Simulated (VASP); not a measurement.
SbMo3:

```xyz
4
Lattice="2.8459 0.0000 0.0000 0.0000 4.5679 0.0000 0.0000 0.0000 4.9331" Properties=species:S:1:pos:R:3 pbc="T T T"
Sb    0.0000    0.0000    4.8104
Mo    1.4230    0.0000    2.4666
Mo    0.0000    2.2839    3.1970
Mo    1.4230    2.2839    0.7901
```

| Property | Result |
| --- | --- |
| Program | VASP 6.6.1 |
| Task | relaxation of cell and atoms |
| Functional | r2SCAN |
| Potentials or basis | VASP PAW PBE potentials, release 64 (Sb, Mo_sv) |
| Cutoff | 600 eV |
| k mesh | 6 × 4 × 4 |
| Occupations | fermi-dirac, width 0.1 eV |
| Spin | no spin polarisation |

At the start: pressure 13.4 GPa; volume 16.03 Å³/atom.

Q: How do energy, volume and symmetry change on relaxing?

A: Over 43 steps the energy falls by 232.9 meV/atom and the volume is 16.80 Å³/atom (+4.8 %); space group Pmm2 (No. 25, to 0.1 Å) before and after.

Step by step:
```
step  energy change (eV)  largest force (eV/Å)  pressure (GPa)  volume (Å³)
   1              0.0000                1.8221           13.43        64.13
   3             -0.4118                1.0728           -7.93        70.25
   5             -0.8377                0.4690           -2.19        68.84
   7             -0.8587                0.3320            1.73        67.46
   9             -0.8766                0.2252           -0.32        67.92
  11             -0.9009                0.3386            0.97        67.44
  13             -0.9080                0.1969           -1.44        68.06
  15             -0.9188                0.0898            0.65        67.19
  17             -0.9250                0.1111           -0.07        67.30
  19             -0.9294                0.1165            0.14        67.25
  21             -0.9301                0.0495           -0.47        67.41
  23             -0.9306                0.0402            0.03        67.24
  25             -0.9309                0.0328            0.02        67.24
  27             -0.9309                0.0381            0.01        67.24
  29             -0.9312                0.0182           -0.10        67.26
  31             -0.9312                0.0386           -0.18        67.28
  33             -0.9314                0.0344            0.08        67.20
  35             -0.9314                0.0365            0.21        67.16
  37             -0.9317                0.0181            0.03        67.19
  39             -0.9317                0.0147            0.00        67.21
  41             -0.9317                0.0123           -0.04        67.21
  43             -0.9317                0.0093           -0.01        67.20
```

Final structure:
```xyz
4
Lattice="3.3104 0.0000 0.0000 0.0000 4.6249 0.0000 0.0000 0.0000 4.3892" Properties=species:S:1:pos:R:3 pbc="T T T"
Sb    0.0000    0.0000    0.1459
Mo    1.6552    0.0000    2.2769
Mo    0.0000    2.3125    2.7294
Mo    1.6552    2.3125    0.4808
```

Caveat: the k points lie up to 0.36 Å⁻¹ apart in the final cell, too coarse for converged energies and pressures of a metal; a cell axis changed by over 15 % at a fixed basis, so the end point is rough; the PAW data sets were made with another functional, which shifts forces and pressure a little.
